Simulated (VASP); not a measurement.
Crystal: B3As2.

```
B As
1.0
     4.10573    0.00000    0.00000
    -2.05286    3.55566    0.00000
     0.00000    0.00000    5.04170
B As
3 2
Direct
  0.00000 0.00000 0.00000
  0.33333 0.66667 0.64493
  0.66667 0.33333 0.35507
  0.33333 0.66667 0.15687
  0.66667 0.33333 0.84313
```

```yaml
Program: VASP 6.6.1
Task: relaxation of cell and atoms
Functional: PBE
Potentials_or_basis: VASP PAW PBE potentials, release 64 (B, As)
Cutoff: 600 eV
k_mesh: 6 × 6 × 4
Occupations: gaussian, width 0.1 eV
Spin: no spin polarisation
```

At the start: pressure -9.3 GPa; volume 14.72 Å³/atom.

Task: How do energy, volume and symmetry change on relaxing?

Result: Over 70 steps the energy falls by 1195.5 meV/atom and the volume is 11.95 Å³/atom (-18.8 %); space group P-3m1 (No. 164, to 0.05 Å).

The path:
```tsv
step	energy change (eV)	largest force (eV/Å)	pressure (GPa)	volume (Å³)
1	0.0000	2.4994	-9.34	73.60
3	3.6934	9.7617	113.29	42.48
5	-1.4811	0.6290	20.50	54.18
7	-2.0912	0.4586	11.32	57.73
9	-2.7014	0.7382	0.70	63.32
11	-2.8153	0.3218	-8.97	72.02
13	-3.0781	0.3662	-3.78	67.23
15	-3.1270	0.2322	-0.77	65.98
17	-3.1273	0.2178	-0.34	65.82
19	-3.1439	0.0855	-0.52	65.06
21	-3.1054	0.6291	0.40	61.64
23	-3.1608	0.2672	-0.45	63.01
25	-3.1670	0.2462	-0.23	62.96
27	-3.1776	0.3208	0.07	62.18
29	-3.2521	0.5723	-0.16	60.27
31	-0.3561	12.5768	47.44	52.58
33	-3.2691	3.8173	9.58	55.94
35	-3.3423	2.9080	6.01	56.75
37	-3.3446	2.8030	5.63	56.86
39	-3.3475	2.8688	5.83	56.79
41	-3.3531	3.1419	6.71	56.54
43	-3.3700	3.1506	6.67	56.52
45	-3.4464	3.1788	6.58	56.42
47	-3.7571	3.3808	8.20	56.04
49	-3.5444	4.8372	28.37	54.55
51	-4.4275	2.0492	14.00	55.62
53	-4.8755	1.3730	13.65	56.62
55	-5.5057	1.0884	1.61	59.37
57	-5.6242	1.0862	-5.40	61.65
59	-5.6928	0.9669	-3.99	60.95
61	-5.8004	0.8961	7.55	56.26
63	-5.8522	0.6342	2.65	57.95
65	-5.9594	0.2948	-0.57	59.83
67	-5.9682	0.3001	-1.99	60.63
69	-5.9774	0.0461	0.11	59.77
70	-5.9774	0.0378	0.15	59.75
```

Final structure:
```
B As
1.0
     3.17383    0.00000    0.00000
    -1.58691    2.74862    0.00000
     0.00000    0.00000    6.84963
B As
3 2
Direct
  0.00000 0.00000 0.00000
  0.33333 0.66667 0.48423
  0.66667 0.33333 0.51577
  0.33333 0.66667 0.18412
  0.66667 0.33333 0.81588
```

Caveat: the volume moved by over 15 % at a fixed basis, so the end points are rough.
